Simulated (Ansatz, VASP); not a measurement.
Sr in VASP and in Ansatz

POSCAR

```
Sr
1.0
   -3.5645266370      2.5460904550      2.5460904550
    2.5460904550     -3.5645266370      2.5460904550
    2.5460904550      2.5460904550     -3.5645266370
Sr
1
Direct
    0.0000000000      0.0000000000      0.0000000000
```

File INCAR.step1:

```
SYSTEM = Sr
ALGO = Normal ; EDIFF = 1E-4
ENCUT = 520 ; GGA = PE
ISMEAR = 0 ; LASPH = .True.
LCHARG = .False. ; LREAL = .False.
LWAVE = .True. ; NBANDS = 11
NELM = 100 ; PREC = Accurate
SIGMA = 0.15
```

The input INCAR.step2:

```
SYSTEM = Sr
ALGO = Normal ; EDIFF = 1E-6
ENCUT = 520 ; ISIF = 2
ISMEAR = 0 ; ISTART = 1
LASPH = .True. ; LCHARG = .True.
LELF = .True. ; LMIXTAU = .True.
LREAL = .False. ; LVHAR = .True.
LWAVE = .False. ; METAGGA = R2SCAN
NBANDS = 11 ; NELM = 100
PREC = Accurate ; SIGMA = 0.15
```

Contents of KPOINTS:

```
k-points
0
Gamma
  16 16 16
  0 0 0
```

Input for Ansatz:

```yaml
crystal:
  lattice:
    - [-3.564526637, 2.546090455, 2.546090455]
    - [2.546090455, -3.564526637, 2.546090455]
    - [2.546090455, 2.546090455, -3.564526637]
  atoms:
    - { symbol: Sr, position: [0.0, 0.0, 0.0] }
basis:
  ecutwfc: 500
kpoints:
  mp_grid: { grid: [16, 16, 16] }
hamiltonian:
  xc: r2scan
scf:
  occupations: { method: gaussian, width: 0.15 }
output:
  forces: true
  stress: true
  eigenvalues: true
  write_density: true
  write_potential: true
  elf: true
  volumetric_format: npy
```

Alike in both runs: task single point; functional r2SCAN; k mesh 16 × 16 × 16; occupations gaussian, width 0.15 eV; no spin polarisation.

|  | VASP | Ansatz |
| --- | --- | --- |
| version | VASP 6.6.1 | Ansatz 0.2.0 |
| potentials or method | VASP PAW PBE potentials, release 64 (Sr_sv), cutoff 520 eV | scalar-relativistic, plane waves, PAW |
| valence electrons in the cell | 10 | 10 |

|  | VASP | Ansatz | Ansatz less VASP |
| --- | --- | --- | --- |
| gap on the k mesh at the Fermi level (eV) | none | none | - |
| pressure (GPa) | 3.2 | 3.2 | -0.07 |
| traceless stress, the component that is largest in VASP (GPa) | 8.59 | 8.57 | -0.025 |

VASP's potentials were made for PBE, not for r2SCAN. A gap of «none» marks a metal or a gap that the smearing closes.
